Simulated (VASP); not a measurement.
Zr, 1 atom in the cell. The structure is cubic, space group Fm-3m (No. 225). Conventional cell: a = 4.510 Å, b = 4.510 Å, c = 4.510 Å, α = 90.00°, β = 90.00°, γ = 90.00°. Zr (site symmetry m-3m) has 12 Zr at 3.19 Å within 4.2 Å. 

```yaml
Program: VASP 6.6.1
Task: single point
Functional: LDA
Potentials_or_basis: VASP PAW LDA potentials, release 64 (Zr_sv)
Cutoff: 520 eV
k_mesh: 18 × 18 × 18
Occupations: gaussian, width 0.15 eV
Spin: no spin polarisation
Dipole_correction: no
Further_INCAR_settings: ALGO = Normal; EDIFF = 1e-06; NBANDS = 12
```

Potentials or basis: VASP PAW LDA potentials, release 64 (Zr_sv).

The run is started by

```console
$ cat potpaw_LDA.64/Zr_sv/POTCAR > POTCAR
$ mpirun -np 1 vasp_std > vasp.out
```

Hardware: 1 thread of AMD EPYC 7R13 (shared host).

**Question.** Estimate the wall time of this run.

**Answer.** It took 70 s on 1 thread of AMD EPYC 7R13, with other jobs on the host, peak memory 0.14 GiB. Counts: scf iterations 11, k points 195.
